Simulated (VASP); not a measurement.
Here is a VASP 6.6.1 calculation.

POSCAR

```
TiC
1.0
    0.0000000000      2.1639143153      2.1639143153
    2.1639143153      0.0000000000      2.1639143153
    2.1639143153      2.1639143153      0.0000000000
Ti C
1 1
Direct
    0.0000000000      0.0000000000      0.0000000000
    0.5000000000      0.5000000000      0.5000000000
```

INCAR.step1

```
PREC     = Accurate       # precision mode
ENCUT    = 520            # plane-wave cutoff, eV
ISMEAR   = 0              # smearing method
SIGMA    = 0.1            # smearing width, eV
LREAL    = False          # projectors in reciprocal space
LASPH    = True           # aspherical terms in the spheres
NELM     = 100            # most SCF steps
NBANDS   = 15             # bands
GGA      = PE             # functional
ALGO     = Normal         # electronic algorithm
EDIFF    = 1E-4           # SCF threshold, eV
LWAVE    = True           # write WAVECAR
LCHARG   = False          # write CHGCAR
```

The input INCAR.step2:

```
PREC     = Accurate       # precision mode
ENCUT    = 520            # plane-wave cutoff, eV
EDIFF    = 1E-7           # SCF threshold, eV
ISMEAR   = 0              # smearing method
SIGMA    = 0.1            # smearing width, eV
LREAL    = False          # projectors in reciprocal space
LASPH    = True           # aspherical terms in the spheres
NELM     = 100            # most SCF steps
ALGO     = Normal         # electronic algorithm
ISIF     = 2              # what is computed and relaxed
LWAVE    = False          # write WAVECAR
LCHARG   = False          # write CHGCAR
METAGGA  = R2SCAN         # meta-GGA
LMIXTAU  = True         
NBANDS   = 15             # bands
ISTART   = 1
```

The input KPOINTS:

```
regular mesh
0
Gamma
  16 16 16
```

Potentials or basis: VASP PAW PBE potentials, release 64 (Ti_sv, C).

The run is started by

```bash
$ cat potpaw_PBE.64/Ti_sv/POTCAR potpaw_PBE.64/C/POTCAR > POTCAR
$ cp INCAR.step1 INCAR
$ mpirun -np 1 vasp_std > vasp.out
$ cp INCAR.step2 INCAR
$ mpirun -np 1 vasp_std > vasp.out
```

Problem. Predict the pressure.

Solution. 1.0 GPa.

Problem. What does it give for the band gap on the k mesh?

Solution. Zero (band 8 reaches 10.38 eV, above the bottom of band 9 at 9.07 eV).

Caveat: the PAW data sets were made with another functional, which shifts forces and pressure a little.
